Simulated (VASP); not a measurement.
# C in VASP: relaxation of the atoms with PBE+D3(BJ)

Aim: the relaxation of the atoms of C with PBE+D3(BJ).

Everything below comes from runs of VASP 6.6.1. Logs are shortened: lines on timing, memory, paths and dates and some standing lists are left out, and cuts for length are marked.

## Step 1: The cell of the first run

The cell holds a slab with vacuum, 4 atoms: a = 2.466 Å, b = 2.466 Å, c = 17.500 Å, α = 90.00°, β = 90.00°, γ = 120.00°.

## Step 2: Relaxation of the atoms, PBE+D3(BJ) (layers slid over each other)

INCAR reads:

```
ALGO     = Normal         # electronic algorithm
DIPOL    = 0.5 0.5 0.356
EDIFF    = 1E-7           # SCF threshold, eV
EDIFFG   = -0.003         # ionic threshold
ENCUT    = 520            # plane-wave cutoff, eV
GGA      = PE             # functional
IBRION   = 2              # ionic algorithm
IDIPOL   = 3            
ISIF     = 2              # what is computed and relaxed
ISMEAR   = 0              # smearing method
IVDW     = 12             # dispersion correction
LASPH    = True           # aspherical terms in the spheres
LCHARG   = False          # write CHGCAR
LDIPOL   = True         
LREAL    = False          # projectors in reciprocal space
LWAVE    = False          # write WAVECAR
NELM     = 100            # most SCF steps
NSW      = 40             # ionic steps
PREC     = Accurate       # precision mode
SIGMA    = 0.1            # smearing width, eV
```

KPOINTS reads:

```
k-points
0
Gamma
  15 15 1
```

POSCAR reads:

```
C
1.0
    2.4657189577      0.0000000000      0.0000000000
   -1.2328594788      2.1353752560      0.0000000000
    0.0000000000      0.0000000000     17.5000000000
C
4
Selective dynamics
Direct
    0.3333333333      0.6666666667      0.2571383688  F F F
    0.6666666667      0.3333333333      0.2571428571  F F T
    0.6666666667      0.8333333333      0.4546010820  F F T
    0.3333333333      1.1666666667      0.4546008436  F F T
```

Potentials or basis: VASP PAW PBE potentials, release 64 (C).

Launch:

```
$ cat potpaw_PBE.64/C/POTCAR > POTCAR
$ mpirun -np 1 vasp_std > vasp.out
```

OUTCAR:

```text
EDIFF = 1E-7
   EDIFFG = -0.003
   ENCUT = 520
   GGA = PE
   IBRION = 2
   ISIF = 2
   ISMEAR = 0
   IVDW = 12
   LASPH = True
   LREAL = False
   NELM = 100
   NSW = 40
   PREC = Accurate
 IVDW          = 12

 ion  position               nearest neighbor table
   1  0.333  0.667  0.257-   2 1.42   2 1.42   2 1.42
   2  0.667  0.333  0.257-   1 1.42   1 1.42   1 1.42
   3  0.667  0.833  0.455-   4 1.42   4 1.42   4 1.42
   4  0.333  0.167  0.455-   3 1.42   3 1.42   3 1.42

  LATTYP: Found a hexagonal cell.
 ALAT       =     2.4657189577
 C/A-ratio  =     7.0973214305

  Lattice vectors:

 A1 = (   2.4657189577,   0.0000000000,   0.0000000000)
 A2 = (  -1.2328594788,   2.1353752560,   0.0000000000)
 A3 = (   0.0000000000,   0.0000000000,  17.5000000000)

Analysis of symmetry for initial positions (statically):
=====================================================================
 Subroutine PRICEL returns:
 Original cell was already a primitive cell.

 Routine SETGRP: Setting up the symmetry group for a
 hexagonal supercell.

 Subroutine GETGRP returns: Found  8 space group operations
 (whereof  4 operations were pure point group operations)
 out of a pool of 24 trial point group operations.

The static configuration has the point symmetry C_2v.
 The point group associated with its full space group is D_2h.

Analysis of symmetry for dynamics (positions and initial velocities):
=====================================================================
 Subroutine PRICEL returns:
 Original cell was already a primitive cell.

 Routine SETGRP: Setting up the symmetry group for a
 hexagonal supercell.

 Subroutine GETGRP returns: Found  8 space group operations
 (whereof  4 operations were pure point group operations)
 out of a pool of 24 trial point group operations.

The dynamic configuration has the point symmetry C_2v.
 The point group associated with its full space group is D_2h.

Analysis of constrained symmetry for selective dynamics:
=====================================================================
 Subroutine PRICEL returns:
 Original cell was already a primitive cell.

 Routine SETGRP: Setting up the symmetry group for a
 hexagonal supercell.

 Subroutine GETGRP returns: Found  2 space group operations
 (whereof  2 operations were pure point group operations)
 out of a pool of 24 trial point group operations.

The constrained configuration has the point symmetry C_1h.

 Subroutine INISYM returns: Found  2 space group operations
 (whereof  2 operations are pure point group operations),
 and found     1 'primitive' translations

----------------------------------------------------------------------------------------

                                     Primitive cell

  volume of cell :      92.1416

  direct lattice vectors                    reciprocal lattice vectors
     2.465718958  0.000000000  0.000000000     0.405561225  0.234150882  0.000000000
    -1.232859479  2.135375256  0.000000000     0.000000000  0.468301764  0.000000000
     0.000000000  0.000000000 17.500000000     0.000000000  0.000000000  0.057142857

  length of vectors
     2.465718958  2.465718958 17.500000000     0.468301764  0.468301764  0.057142857

  position of ions in fractional coordinates (direct lattice)
     0.333333333  0.666666667  0.257138369
     0.666666667  0.333333333  0.257142857
     0.666666667  0.833333333  0.454601082
     0.333333333  0.166666667  0.454600844

  ion indices of the primitive-cell ions
   primitive index   ion index
                 1           1
                 2           2
                 3           3
                 4           4

----------------------------------------------------------------------------------------

 KPOINTS: k-points

Automatic generation of k-mesh.
 Grid dimensions read from file:
 generate k-points for:   15   15    1

 Generating k-lattice:

  Cartesian coordinates                     Fractional coordinates (reciprocal lattice)
     0.027037415  0.015610059  0.000000000     0.066666667  0.000000000  0.000000000
     0.000000000  0.031220118  0.000000000     0.000000000  0.066666667  0.000000000
     0.000000000  0.000000000  0.057142857     0.000000000  0.000000000  1.000000000

  Length of vectors
     0.031220118  0.031220118  0.057142857

  Shift w.r.t. Gamma in fractional coordinates (k-lattice)
     0.000000000  0.000000000  0.000000000

 Subroutine IBZKPT returns following result:
 ===========================================

 Found     64 irreducible k-points:

 Following reciprocal coordinates:
            Coordinates               Weight
  0.000000  0.000000  0.000000      1.000000
  0.066667  0.000000  0.000000      2.000000
  0.000000  0.066667  0.000000      4.000000
  0.133333  0.000000  0.000000      2.000000
  0.000000  0.133333  0.000000      4.000000
  0.200000  0.000000  0.000000      2.000000
[... 16 lines left out ...]
 -0.266667  0.200000  0.000000      4.000000
  0.266667  0.066667  0.000000      4.000000
 [... further k-points ...]
   k-points           NKPTS =     64   k-points in BZ     NKDIM =     64   number of bands    NBANDS=     12
   number of dos      NEDOS =    301   number of ions     NIONS =      4
   total plane-waves  NPLWV =  45360
   dimension x,y,z NGX =    18 NGY =   18 NGZ =  140
   dimension x,y,z NGXF=    36 NGYF=   36 NGZF=  280
   ions per type =               4
   NGX,Y,Z   is equivalent  to a cutoff of  12.14, 12.14, 13.30 a.u.
   NGXF,Y,Z  is equivalent  to a cutoff of  24.27, 24.27, 26.60 a.u.
 SYSTEM =  unknown system
   PREC   = accura    normal or accurate (medium, high low for compatibility)
   ISTART =      0    job   : 0-new  1-cont  2-samecut
   ICHARG =      2    charge: 1-file 2-atom 10-const
   ISPIN  =      1    spin polarized calculation?
   LNONCOLLINEAR =      F non collinear calculations
   LSORBIT =      F    spin-orbit coupling
   LASPH  =      T    aspherical Exc in radial PAW
   ENCUT  =  520.0 eV  38.22 Ry    6.18 a.u.   4.58  4.58 32.54*2*pi/ulx,y,z
   NELM   =    100;   NELMIN=  2; NELMDL= -5     # of ELM steps
   EDIFF  = 0.1E-06   stopping-criterion for ELM
   LREAL  =      F    real-space projection
   EDIFFG = -.3E-02   stopping-criterion for IOM
   NSW    =     40    number of steps for IOM
   IBRION =      2    ionic relax: 0-MD 1-quasi-New 2-CG
   NFREE  =      1    steps in history (QN), initial steepest desc. (CG)
   ISIF   =      2    stress and relaxation
   ISYM   =      2    0-nonsym 1-usesym 2-fastsym
   POTIM  = 0.5000    time-step for ionic-motion
   TEBEG  =    0.0;   TEEND  =   0.0 temperature during run
   PSTRESS=    0.0 pullay stress
   NELECT =      16.0000    total number of electrons
   NUPDOWN=      -1.0000    fix difference up-down
   EMIN   =  10.00;   EMAX   =-10.00  energy-range for DOS
   EFERMI =   0.00;   METHOD = LEGACY
   ISMEAR =     0;   SIGMA  =   0.10  broadening in eV -4-tet -1-fermi 0-gaus
   EFERMI_NEDOS =   21; number of points for ismear=-14 and -15
   IALGO  =     38    algorithm
   IMIX   =      4    mixing-type and parameters
     AMIX     =   0.40;   BMIX     =  1.00
     AMIX_MAG =   1.60;   BMIX_MAG =  1.00
  volume/ion in A,a.u.               =      23.04       155.45
  Fermi-wavevector in a.u.,A,eV,Ry     =   0.913334  1.725951 11.349690  0.834179
  Thomas-Fermi vector in A             =   2.037833
   LORBIT       =      0    0 simple, 1 ext, 2 COOP (PROOUT), +10 PAW based schemes
   GGA     = PE    functional components
   LHFCALC =     F    Hartree Fock is set to
   AEXX    =    0.0000 exact exchange contribution
   IVDW    =    12    specifies the selected vdW correction
   LEPSILON=     F    determine dielectric tensor
   LRPA    =     F    only Hartree local field effects (RPA)
 conjugate gradient relaxation of ions
 non-spin polarized calculation
 Gauss-broadening in eV      SIGMA  =   0.10
  energy-cutoff  :      520.00
  volume of cell :       92.14
 maximum number of plane-waves:      2521
   NGX =  9   NGY =  9   NGZ = 65

--------------------------------------- Ionic step        1  -------------------------------------------

 number of electron      15.9999996 magnetization

 Free energy of the ion-electron system (eV)
  ---------------------------------------------------
  ext. energy  EPLUGINS =         0.00000000
  ---------------------------------------------------
  free energy    TOTEN  =       -36.88066723 eV

  energy without entropy =      -36.88025541  energy(sigma->0) =      -36.88046132

------------------------ aborting loop because EDIFF is reached ----------------------------------------

 Edisp (eV)   -0.46989

 E8    (eV) :    -0.1401

  FORCE on cell =-STRESS in cart. coord.  units (eV):
  Direction    XX          YY          ZZ          XY          YZ          ZX
  --------------------------------------------------------------------------------------
  -------------------------------------------------------------------------------------
  Total       0.10440     0.12829    -0.06274    -0.02070     0.00000     0.00000
  in kB       1.81526     2.23079    -1.09096    -0.35986     0.00004     0.00007
  external pressure =        0.99 kB  Pullay stress =        0.00 kB
[... 103 lines left out ...]
  FREE ENERGIE OF THE ION-ELECTRON SYSTEM (eV)
  ---------------------------------------------------
  free  energy   TOTEN  =       -37.3505654664 eV

  energy  without entropy=      -37.3501555556  energy(sigma->0) =      -37.35036051

 dipolmoment           0.000000      0.000000      0.000001 electrons x Angstroem

[... ionic steps 4 to 17 ...]

--------------------------------------- Ionic step       18  -------------------------------------------

 number of electron      15.9999996 magnetization

------------------------ aborting loop because EDIFF is reached ----------------------------------------

 Edisp (eV)   -0.47352

 E8    (eV) :    -0.1413
[... 73 lines left out ...]
  energy  without entropy=      -37.3504099790  energy(sigma->0) =      -37.35059001

--------------------------------------- Ionic step       20  -------------------------------------------

 number of electron      15.9999996 magnetization

 dipolmoment           0.000000      0.000000     -0.000009 electrons x Angstroem

 Free energy of the ion-electron system (eV)
  ---------------------------------------------------
  ext. energy  EPLUGINS =         0.00000000
  ---------------------------------------------------
  free energy    TOTEN  =       -36.87711475 eV

  energy without entropy =      -36.87675486  energy(sigma->0) =      -36.87693480

 E-fermi :  -0.8382     XC(G=0):  -4.4333

 val. band max:       -0.9394983012   @ k =   0.3333   0.3333   0.0000
 cond. band min:      -0.7369776563   @ k =   0.3333   0.3333   0.0000
 fundamental gap:      0.2025206449
 Fermi energy:        -0.8382336992

 k-point     1 :       0.0000    0.0000    0.0000
  band No.  band energies     occupation
      1     -20.4134      2.00000
      2     -20.2824      2.00000
      3      -8.8801      2.00000
      4      -7.9900      2.00000
      5      -3.8722      2.00000
      6      -3.8676      2.00000
      7      -3.8626      2.00000
      8      -3.8570      2.00000
      9       2.5692      0.00000
     10       3.0266      0.00000
     11       3.9730      0.00000
     12       5.7270      0.00000
[... 331 lines left out ...]
 k-point    24 :       0.2667    0.0667    0.0000
  band No.  band energies     occupation
      1     -18.2265      2.00000
      2     -18.1126      2.00000
      3      -9.5827      2.00000
      4      -9.5344      2.00000
      5      -6.6816      2.00000
      6      -6.6571      2.00000
      7      -6.2977      2.00000
      8      -5.4911      2.00000
      9       4.7566      0.00000
     10       5.0760      0.00000
     11       5.5316      0.00000
     12       6.0282      0.00000

 [... further k-points ...]

------------------------ aborting loop because EDIFF is reached ----------------------------------------

 vacuum level on the upper side and lower side of the slab       (xc-potential included)        -0.015        -0.016

 Edisp (eV)   -0.47366

 E8    (eV) :    -0.1414

  FORCE on cell =-STRESS in cart. coord.  units (eV):
  Direction    XX          YY          ZZ          XY          YZ          ZX
  --------------------------------------------------------------------------------------
  -------------------------------------------------------------------------------------
  Total       0.09839     0.12538    -0.02422    -0.02337    -0.00000    -0.00001
  in kB       1.71080     2.18007    -0.42117    -0.40641    -0.00006    -0.00011
  external pressure =        1.16 kB  Pullay stress =        0.00 kB
[... 19 lines left out ...]
  FREE ENERGIE OF THE ION-ELECTRON SYSTEM (eV)
  ---------------------------------------------------
  free  energy   TOTEN  =       -37.3507710887 eV

  energy  without entropy=      -37.3504112028  energy(sigma->0) =      -37.35059115

 reached required accuracy - stopping structural energy minimisation

 vacuum level on the upper side and lower side of the slab         3.426         3.425
```

Run time: 4.3 min. Hardware: 1 thread of Intel Xeon 6975P-C (Granite Rapids), shared host; peak memory 0.23 GiB.

What came out:

```
Free energy                : -37.3508 eV
Energy gained by relaxing  : 0.1 meV/atom
Ionic steps                : 20
Dispersion energy per atom : -0.118 eV
```

Step by step:
| step | energy change (eV) | largest force on free atoms (eV/Å) | pressure (GPa) |
| --- | --- | --- | --- |
| 1 | 0.0000 | 0.0056 | 0.10 |
| 2 | 0.0000 | 0.0052 | 0.10 |
| 3 | 0.0000 | 0.0097 | 0.10 |
| 4 | 0.0000 | 0.0091 | 0.10 |
| 5 | 0.0000 | 0.0071 | 0.10 |
| 6 | 0.0000 | 0.0059 | 0.10 |
| 7 | -0.0001 | 0.0071 | 0.10 |
| 8 | -0.0001 | 0.0186 | 0.10 |
| 9 | -0.0001 | 0.0479 | 0.11 |
| 10 | -0.0001 | 0.0351 | 0.11 |
| 11 | -0.0001 | 0.0347 | 0.10 |
| 12 | -0.0001 | 0.0344 | 0.11 |
| 13 | -0.0001 | 0.0334 | 0.11 |
| 14 | -0.0001 | 0.0317 | 0.11 |
| 15 | -0.0002 | 0.0287 | 0.11 |
| 16 | -0.0002 | 0.0220 | 0.12 |
| 17 | -0.0002 | 0.0242 | 0.11 |
| 18 | -0.0002 | 0.0128 | 0.11 |
| 19 | -0.0002 | 0.0053 | 0.12 |
| 20 | -0.0002 | 0.0024 | 0.12 |

Final structure:
```xyz
4
Lattice="2.4657 0.0000 0.0000 -1.2329 2.1354 0.0000 0.0000 0.0000 17.5000" Properties=species:S:1:pos:R:3 pbc="T T T"
C     0.0000    1.4236    4.4999
C     1.2329    0.7118    4.4998
C     0.6164    1.7795    7.9156
C     0.6164    0.3559    7.9155
```

Caveat: the cell differs from its parent crystal (layers slid over each other).
